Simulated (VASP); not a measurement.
Runs of VASP 6.6.1 on MoS2. The structure is trigonal, space group R-3m (No. 166). Conventional cell: a = 3.171 Å, b = 3.171 Å, c = 18.345 Å, α = 90.00°, β = 90.00°, γ = 120.00°. Within 3.2 Å of Mo (site symmetry -3m) lie 6 S at 2.39 Å and 6 Mo at 3.17 Å. Within 3.2 Å of S (site symmetry 3m) lie 3 Mo at 2.39 Å and 6 S at 3.17 Å. 

| k mesh | gap on the mesh (eV) | pressure (GPa) | largest force (eV/Å) |
| --- | --- | --- | --- |
| 6 × 6 × 6 | none | 2.9 | 0.70 |
| 8 × 8 × 8 | none | 2.9 | 0.75 |
| 3 × 3 × 3 | none | (a) | 0.16 |
| 4 × 4 × 4 | none | (b) | 0.53 |

Alike in all rows: task single point; level PBEsol; potentials or basis VASP PAW PBE potentials, release 64 (Mo_sv, S); no spin polarisation; cell as given; cutoff (eV) 520; smearing methfessel-paxton 0.1 eV.

Task: Fill in the values left out.

Result: (a) 3.5; (b) 3.7.

Caveats: some runs use coarse meshes; the PAW data sets were made with another functional, which shifts forces and pressure a little.

A k mesh can miss the band edges, and the runs leave out spin-orbit coupling on Mo.

A gap of «none» marks levels without a gap at the run's occupations.
